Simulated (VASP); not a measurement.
Write the native input for VASP 6.6.1 that does the following.

```
Task                   : single point
Functional             : PBE
Potentials or basis    : VASP PAW PBE potentials, release 64 (Si)
Cutoff                 : 520 eV
k mesh                 : 2 × 2 × 2
Occupations            : gaussian, width 0.05 eV
Spin                   : no spin polarisation
Dipole correction      : no
Further INCAR settings : LREAL = Auto; ALGO = Normal; EDIFF = 1e-06; NBANDS = 48
```

The structure of Si (a cell with a defect) lies in POSCAR:

```
Si
1.0
    0.0000000000      5.4300000000      5.4300000000
    5.4300000000      0.0000000000      5.4300000000
    5.4300000000      5.4300000000      0.0000000000
Si
17
Direct
    0.0110867403     -0.0001550645     -0.0105906077
    0.1285299263      0.1143643646      0.1290336096
    0.0077122468     -0.0219778085      0.5070109576
    0.1443290055      0.1190903315      0.6176761510
   -0.0139373849      0.4857904236      0.0425421731
    0.1285302026      0.6282580110      0.1290333333
    0.0077124309      0.5074404236      0.5070105893
    0.1105023941      0.6102303867      0.6692224678
    0.5001167587     -0.0001556169     -0.0105904236
    0.6376308471      0.1373588398      0.0878369245
    0.5128906998      0.0126188766      0.4620571823
    0.6193621547      0.1190899632      0.6176763352
    0.5001170350      0.5108148250     -0.0105905157
    0.6146364641      0.6282576427      0.1290338858
    0.4782941989      0.5074400552      0.5070111418
    0.6193623389      0.6440569982      0.6176763352
    0.8515882136      0.3513165746      0.4459640884
```

One way to write it, as run:

INCAR

```
SYSTEM = Si
PREC = Accurate
ENCUT = 520
EDIFF = 1E-6
ISMEAR = 0
SIGMA = 0.05
LREAL = Auto
LASPH = .TRUE.
NELM = 60
ALGO = Normal
ISIF = 2
LWAVE = .FALSE.
LCHARG = .FALSE.
GGA = PE
NBANDS = 48
```

KPOINTS

```
regular mesh
0
G
  2 2 2
  0 0 0
```

Potentials or basis: VASP PAW PBE potentials, release 64 (Si).

The run is started by

```sh
$ cat potpaw_PBE.64/Si/POTCAR > POTCAR
$ mpirun -np 1 vasp_std > vasp.out
```

Results of the run:

The pressure is 4.9 GPa. The largest force is 0.534 eV/Å and the band gap on the k mesh is zero (bands 34 and 35 overlap by 0.11 eV).

Caveat: the k points lie up to 0.50 Å⁻¹ apart.

It took 2.9 min on 1 thread of AMD EPYC 7R13, with other jobs on the host, peak memory 0.41 GiB.
